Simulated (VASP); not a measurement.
# Be16CO in VASP: further runs, part 2 of 2

VASP 6.6.1. Earlier steps stand in the parts before.

### 5 Single point, PBE

File INCAR:

```
SYSTEM = Be16CO
PREC = Accurate
ENCUT = 520
EDIFF = 1E-6
ISMEAR = 0
SIGMA = 0.1
LREAL = Auto
LASPH = .True.
NELM = 100
ALGO = Normal
ISIF = 2
LWAVE = .False.
LCHARG = .False.
LDIPOL = .True.
IDIPOL = 3
DIPOL = 0.5 0.5 0.308
GGA = PE
NBANDS = 36
```

File KPOINTS:

```
regular mesh
0
Gamma
  6 6 1
  0 0 0
```

File POSCAR:

```
Be16CO
1.0
    4.5254381410      0.0000000000      0.0000000000
   -2.2627190705      3.9191443934      0.0000000000
    0.0000000000      0.0000000000     23.4761687145
Be C O
16 1 1
Direct
    0.3333333333      0.1666666667      0.1703855535
    0.3333333333      0.6666666667      0.1703855535
    0.8333333333      0.1666666667      0.1703855535
    0.8333333333      0.6666666667      0.1703855535
    0.1666666667      0.3333333333      0.2463521558
    0.1666666667      0.8333333333      0.2463521558
    0.6666666667      0.3333333333      0.2463521558
    0.6666666667      0.8333333333      0.2463521558
    0.3333333333      0.1666666667      0.3241941575
    0.3333333333      0.6666666667      0.3241941575
    0.8333333333      0.1666666667      0.3241941575
    0.8333333333      0.6666666667      0.3241941575
    0.1666666667      0.3333333333      0.4036505628
    0.1666666667      0.8333333333      0.4036505628
    0.6666666667      0.3333333333      0.4036505628
    0.6666666667      0.8333333333      0.4036505628
    0.1666666667      0.3333333333      0.4735086397
    0.2948310525      0.2051689475      0.4982145450
```

Potentials or basis: VASP PAW PBE potentials, release 64 (Be, C, O).

Command:

```
$ cat potpaw_PBE.64/Be/POTCAR potpaw_PBE.64/C/POTCAR potpaw_PBE.64/O/POTCAR > POTCAR
$ mpirun -np 1 vasp_std > vasp.out
```

OUTCAR:

```text
SYSTEM = Be16CO
   PREC = Accurate
   ENCUT = 520
   EDIFF = 1E-6
   ISMEAR = 0
   LREAL = Auto
   LASPH = .True.
   NELM = 100
   ISIF = 2
   GGA = PE

 ion  position               nearest neighbor table
   1  0.333  0.167  0.170-   5 2.21   7 2.21   6 2.21   3 2.26   3 2.26   2 2.26   2 2.26   4 2.26
                             4 2.26
   2  0.333  0.667  0.170-   6 2.21   8 2.21   5 2.21   4 2.26   4 2.26   3 2.26   1 2.26   1 2.26
                             3 2.26
   3  0.833  0.167  0.170-   7 2.21   5 2.21   8 2.21   1 2.26   1 2.26   2 2.26   4 2.26   4 2.26
                             2 2.26
   4  0.833  0.667  0.170-   8 2.21   6 2.21   7 2.21   2 2.26   2 2.26   1 2.26   3 2.26   3 2.26
                             1 2.26
   5  0.167  0.333  0.246-   1 2.21   3 2.21   2 2.21   9 2.25  11 2.25  10 2.25   7 2.26   7 2.26
                             6 2.26   6 2.26   8 2.26   8 2.26
   6  0.167  0.833  0.246-   2 2.21   4 2.21   1 2.21  10 2.25  12 2.25   9 2.25   8 2.26   8 2.26
                             7 2.26   5 2.26   5 2.26   7 2.26
   7  0.667  0.333  0.246-   3 2.21   1 2.21   4 2.21  11 2.25   9 2.25  12 2.25   5 2.26   5 2.26
                             6 2.26   8 2.26   8 2.26   6 2.26
   8  0.667  0.833  0.246-   4 2.21   2 2.21   3 2.21  12 2.25  10 2.25  11 2.25   6 2.26   6 2.26
                             5 2.26   7 2.26   7 2.26   5 2.26
   9  0.333  0.167  0.324-   5 2.25   7 2.25   6 2.25  11 2.26  11 2.26  12 2.26  10 2.26  10 2.26
                            12 2.26  13 2.28  15 2.28  14 2.28
  10  0.333  0.667  0.324-   6 2.25   8 2.25   5 2.25  12 2.26  12 2.26   9 2.26   9 2.26  11 2.26
                            11 2.26  14 2.28  16 2.28  13 2.28
  11  0.833  0.167  0.324-   7 2.25   5 2.25   8 2.25   9 2.26   9 2.26  12 2.26  12 2.26  10 2.26
                            10 2.26  15 2.28  13 2.28  16 2.28
  12  0.833  0.667  0.324-   8 2.25   6 2.25   7 2.25  10 2.26  10 2.26  11 2.26  11 2.26   9 2.26
                             9 2.26  16 2.28  14 2.28  15 2.28
  13  0.167  0.333  0.404-  17 1.64  15 2.26  15 2.26  14 2.26  14 2.26  16 2.26  16 2.26   9 2.28
                            11 2.28  10 2.28
  14  0.167  0.833  0.404-  16 2.26  16 2.26  13 2.26  13 2.26  15 2.26  15 2.26  10 2.28  12 2.28
                             9 2.28
  15  0.667  0.333  0.404-  13 2.26  13 2.26  16 2.26  16 2.26  14 2.26  14 2.26  11 2.28   9 2.28
                            12 2.28
[... 207 lines left out ...]

 Free energy of the ion-electron system (eV)
  ---------------------------------------------------
  ext. energy  EPLUGINS =         0.00000000
  ---------------------------------------------------
  free energy    TOTEN  =       -69.77983747 eV

  energy without entropy =      -69.75324124  energy(sigma->0) =      -69.76653936

 E-fermi :  -0.9627     XC(G=0):  -4.5667

 val. band max:       -1.0077480678   @ k =   0.3333   0.1667   0.0000
 cond. band min:      -0.9232765312   @ k =  -0.1667   0.3333   0.0000
 fundamental gap:      0.0844715366
 Fermi energy:        -0.9627360552

 k-point     1 :       0.0000    0.0000    0.0000
  band No.  band energies     occupation
      1     -25.4762      2.00000
      2     -11.3921      2.00000
      3     -10.9087      2.00000
      4      -9.8612      2.00000
      5      -8.9862      2.00000
      6      -8.1803      2.00000
[... 457 lines left out ...]
     32       4.5738      0.00000
     33       5.0202      0.00000
 [bands above 33 left out]

------------------------ aborting loop because EDIFF is reached ----------------------------------------

 vacuum level on the upper side and lower side of the slab       (xc-potential included)        -0.539         0.263

  FORCE on cell =-STRESS in cart. coord.  units (eV):
  Direction    XX          YY          ZZ          XY          YZ          ZX
  --------------------------------------------------------------------------------------
  -------------------------------------------------------------------------------------
  Total       -4.0208230     -4.3800048      6.6130659     -0.3110606     -1.1399542      1.9744494
  in kB      -15.4719986    -16.8541188     25.4468665     -1.1969513     -4.3865073      7.5976184
  external PRESSURE =      -2.2930836 kB  Pullay stress =       0.0000000 kB

 VOLUME and BASIS-vectors are now :
 -----------------------------------------------------------------------------
  energy-cutoff  :      520.00
  volume of cell :      416.37
      direct lattice vectors                 reciprocal lattice vectors
     4.525438141  0.000000000  0.000000000     0.220973079  0.127578867  0.000000000
    -2.262719071  3.919144393  0.000000000     0.000000000  0.255157733  0.000000000
     0.000000000  0.000000000 23.476168715     0.000000000  0.000000000  0.042596388

 POSITION                                       TOTAL-FORCE (eV/Angst)
 -----------------------------------------------------------------------------------
      1.13136      0.65319      4.00000        -0.049126      0.028363     -0.138843
     -0.00000      2.61276      4.00000        -0.055895     -0.079620     -0.131243
      3.39408      0.65319      4.00000         0.041005      0.088216     -0.131243
      2.26272      2.61276      4.00000         0.044789     -0.025859     -0.137640
      0.00000      1.30638      5.78340         0.002465     -0.001423      0.519829
     -1.13136      3.26595      5.78340        -0.039927     -0.026686      0.278923
[... 10 lines left out ...]
      0.00000      1.30638     11.11617         0.750884     -0.433523     -0.182226
      0.87000      0.80409     11.69617         0.278581     -0.160839      3.642487
 -----------------------------------------------------------------------------------
    total drift:                               -0.004759      0.002748     -0.014158

  FREE ENERGIE OF THE ION-ELECTRON SYSTEM (eV)
  ---------------------------------------------------
  free  energy   TOTEN  =       -69.7798374690 eV

  energy  without entropy=      -69.7532412413  energy(sigma->0) =      -69.76653936

 vacuum level on the upper side and lower side of the slab         3.406         4.276
```

Run time: 5.3 min. Hardware: 1 thread of AMD EPYC 9R45 (Zen 5), shared host; peak memory 0.53 GiB.

Results:

```yaml
Free_energy: -69.7798 eV
Largest_force: 3.657 eV/Å
Band_gap_on_the_k_mesh: zero (band 21 reaches -0.58 eV, above the bottom of band 22 at -1.77 eV)
```

Forces in eV/Å, atoms in the order of the input:
```
Be  -0.049  0.028 -0.139
Be  -0.056 -0.080 -0.131
Be   0.041  0.088 -0.131
Be   0.045 -0.026 -0.138
Be   0.002 -0.001  0.520
Be  -0.040 -0.027  0.279
Be   0.003  0.048  0.279
Be   0.070 -0.040  0.062
Be   0.129 -0.074  0.001
Be  -0.034  0.148  0.072
Be  -0.145 -0.045  0.072
Be  -0.022  0.013 -0.187
Be  -0.754  0.435 -1.882
Be  -0.129  0.091 -0.817
Be  -0.144  0.066 -0.817
Be   0.053 -0.031 -0.504
C    0.751 -0.434 -0.182
O    0.279 -0.161  3.642
```

Levels at points of the mesh, in eV from the Fermi level:
```tsv
k point	band 18	band 19	band 20	band 21	band 22	band 23	band 24	band 25
(0.00, 0.00, 0.00)	-1.97	-1.81	-1.80	-1.80	-0.81	0.22	1.64	2.72
(0.50, 0.00, 0.00)	-1.42	-0.93	-0.18	0.26	0.66	0.87	1.91	2.36
(0.50, 0.50, 0.00)	-1.43	-0.96	0.05	0.38	0.44	0.74	2.14	2.48
```

### 6 Single point, PBE

File INCAR:

```
SYSTEM = Be16CO
  PREC = Accurate
  ENCUT = 520
  EDIFF = 1E-7
  ISMEAR = 0
  SIGMA = 0.1
  LREAL = Auto
  LASPH = .True.
  NELM = 60
  ALGO = Normal
  ISIF = 2
  LWAVE = .False.
  LCHARG = .False.
  LDIPOL = .True.
  IDIPOL = 3
  DIPOL = 0.5 0.5 0.311
  GGA = PE
  NBANDS = 36
```

KPOINTS is that of step 5.

Changes to POSCAR since step 5:

```diff
@@ -24,3 +24,3 @@
     0.6666666667      0.8333333333      0.4036505628
-    0.1666666667      0.3333333333      0.4735086397
-    0.2948310525      0.2051689475      0.4982145450
+    0.1666666667      0.3333333333      0.4939549062
+    0.2948310525      0.2051689475      0.5186608114
```

Potentials or basis: VASP PAW PBE potentials, release 64 (Be, C, O).

Command:

```
$ cat potpaw_PBE.64/Be/POTCAR potpaw_PBE.64/C/POTCAR potpaw_PBE.64/O/POTCAR > POTCAR
$ mpirun -np 1 vasp_std > vasp.out
```

Wall time 6.9 min (1 thread of AMD EPYC 9R45 (Zen 5), shared host); peak memory 0.53 GiB.

Results (log left out):

```
Free energy            : -70.5561 eV
Largest force          : 0.961 eV/Å
Band gap on the k mesh : zero (band 21 reaches -0.68 eV, above the bottom of band 22 at -2.39 eV)
```

Forces on the atoms (eV/Å):
```
Be  -0.037  0.021 -0.221
Be  -0.012 -0.040 -0.184
Be   0.029  0.030 -0.184
Be   0.023 -0.013 -0.229
Be  -0.016  0.009  0.406
Be  -0.003 -0.014  0.261
Be   0.010  0.009  0.261
Be   0.004 -0.002  0.153
Be   0.132 -0.076 -0.071
Be  -0.007  0.113  0.073
Be  -0.101 -0.050  0.073
Be  -0.023  0.013 -0.145
Be  -0.133  0.077  0.489
Be  -0.064  0.158 -0.536
Be  -0.169 -0.023 -0.536
Be   0.078 -0.045 -0.348
C    0.790 -0.456 -0.030
O   -0.502  0.290  0.767
```

Levels at points of the mesh, in eV from the Fermi level:
```csv
k point,band 17,band 18,band 19,band 20,band 21,band 22,band 23,band 24,band 25,band 26
"(0.00, 0.00, 0.00)",-1.84,-1.82,-1.76,-1.74,-1.70,-1.17,1.45,2.30,2.95,3.00
"(0.50, 0.00, 0.00)",-1.36,-1.33,-1.04,0.00,0.53,0.69,0.86,2.32,2.78,3.20
"(0.50, 0.50, 0.00)",-1.38,-1.34,-1.05,0.12,0.46,0.70,0.85,2.77,2.77,3.19
```
